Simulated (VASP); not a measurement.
# WC: single point with PBEsol

Crystal: WC.

```
W C
1.0
     2.89841    0.00000    0.00000
    -1.44921    2.51010    0.00000
     0.00000    0.00000    2.82761
W C
1 1
Direct
  0.00000 0.00000 0.99913
  0.66667 0.33333 0.51326
```

This cell differs from its parent crystal: atoms displaced along a vibrational mode.

```json
{
 "Program": "VASP 6.6.1",
 "Task": "single point",
 "Functional": "PBEsol",
 "Potentials or basis": "VASP PAW PBE potentials, release 64 (W_sv, C)",
 "Cutoff": "520 eV",
 "k mesh": "24 × 24 × 22",
 "Occupations": "gaussian, width 0.15 eV",
 "Spin": "no spin polarisation",
 "Dipole correction": "no",
 "Further INCAR settings": "ALGO = Normal; EDIFF = 1e-06; NBANDS = 16"
}
```

```
Pressure               : 1.7 GPa
Largest force          : 0.586 eV/Å
Band gap on the k mesh : zero (bands 9 and 10 overlap by 1.34 eV)
```

Forces in eV/Å, atoms in the order of the input:
```
W    0.000  0.000  0.586
C    0.000  0.000 -0.586
```

Stress tensor (GPa, compression positive):
```
1.61 0.00 0.00
0.00 1.61 0.00
0.00 0.00 1.85
```

Levels at points of the mesh, in eV from the Fermi level:
```
           k point  band 6  band 7  band 8  band 9  band 10  band 11  band 12  band 13
(0.00, 0.00, 0.00)   -4.40   -3.38   -3.38    0.15     3.25     3.25     5.73     5.73
(0.50, 0.00, 0.00)   -7.08   -3.73   -3.54   -0.47     2.38     4.59     4.95     6.86
(0.00, 0.00, 0.50)   -8.72   -2.06   -2.06   -0.60    -0.60     3.75     4.56     4.56
(0.50, 0.00, 0.50)   -6.53   -4.37   -4.19    0.31     4.49     5.39     6.73     9.31
```

Wall time 2.2 min on 1 thread of Intel(R) Xeon(R) Platinum 8488C (Sapphire Rapids), on a shared host, peak memory 0.48 GiB.

Caveat: the cell differs from its parent crystal (atoms displaced along a vibrational mode); the PAW data sets were made with another functional, which shifts forces and pressure a little; spin-orbit coupling is left out, which moves the levels of the heavy elements.
